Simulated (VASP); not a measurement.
GaN:

```
CELL_PARAMETERS angstrom
0.00000 2.24895 2.24895
2.24895 0.00000 2.24895
2.24895 2.24895 0.00000
ATOMIC_POSITIONS crystal
Ga 0.00000 0.00000 0.00000
N 0.25000 0.25000 0.25000
```

Base run:

| Quantity | Value |
| --- | --- |
| Program | VASP 6.6.1 |
| Functional | PBE |
| Potentials or basis | VASP PAW PBE potentials, release 64 (Ga_d, N) |
| Cutoff | 520 eV |
| k mesh | 6 × 6 × 6 |
| Occupations | gaussian, width 0.01 eV |
| Spin | no spin polarisation |

Its results: band gap on the k mesh 1.76 eV; pressure 6.2 GPa.

**Question.** After a change of settings the same cell gave: band gap on the k mesh 2.16 eV; pressure 1.1 GPa. Which change was it?
A. functional from PBE to HSE06; further incar settings from ALGO = Normal; EDIFF = 1e-06; NBANDS = 16 to ALGO = Normal; EDIFF = 1e-07; NBANDS = 16
B. functional from PBE to r2SCAN; k mesh from 6 × 6 × 6 to 10 × 10 × 10
C. k mesh from 6 × 6 × 6 to 10 × 10 × 10; occupations from gaussian, width 0.01 eV to fermi-dirac, width 0.02 eV

**Answer.** B.

Caveats: the structure was generated, so it needn't be the stable form of GaN; the cell stands under pressure (at least some runs); the PAW data sets were made with another functional, which shifts forces and pressure a little (at least some runs).
